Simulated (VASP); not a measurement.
Crystal: Au.

```
Au
1.0
    -1.65727    1.65727    1.65727
     1.65727   -1.65727    1.65727
     1.65727    1.65727   -1.65727
Au
1
Direct
  0.00000 0.00000 0.00000
```

* Program: VASP 6.6.1
* Task: relaxation of cell and atoms
* Functional: LDA
* Potentials or basis: VASP PAW LDA potentials, release 64 (Au)
* Cutoff: 600 eV
* k mesh: 11 × 11 × 11
* Occupations: fermi-dirac, width 0.05 eV
* Spin: no spin polarisation

At the start: pressure -12.6 GPa; volume 18.21 Å³/atom.

Problem. Where does the relaxation end?

Solution. Over 7 steps the energy falls by 65.6 meV/atom and the volume is 16.69 Å³/atom (-8.3 %); space group Im-3m (No. 229, to 0.05 Å).

The path:
| step | energy change (eV) | largest force (eV/Å) | pressure (GPa) | volume (Å³) |
| --- | --- | --- | --- | --- |
| 1 | 0.0000 | 0.0000 | -12.61 | 18.21 |
| 2 | 0.1239 | 0.0000 | 34.87 | 14.69 |
| 3 | -0.0655 | 0.0000 | -0.57 | 16.75 |
| 4 | -0.0656 | 0.0000 | -0.17 | 16.71 |
| 5 | -0.0656 | 0.0000 | 0.17 | 16.68 |
| 6 | -0.0656 | 0.0000 | -0.20 | 16.72 |
| 7 | -0.0656 | 0.0000 | -0.02 | 16.69 |

Final structure:
```
Au
1.0
    -1.61005    1.61005    1.61005
     1.61005   -1.61005    1.61005
     1.61005    1.61005   -1.61005
Au
1
Direct
  0.00000 0.00000 0.00000
```
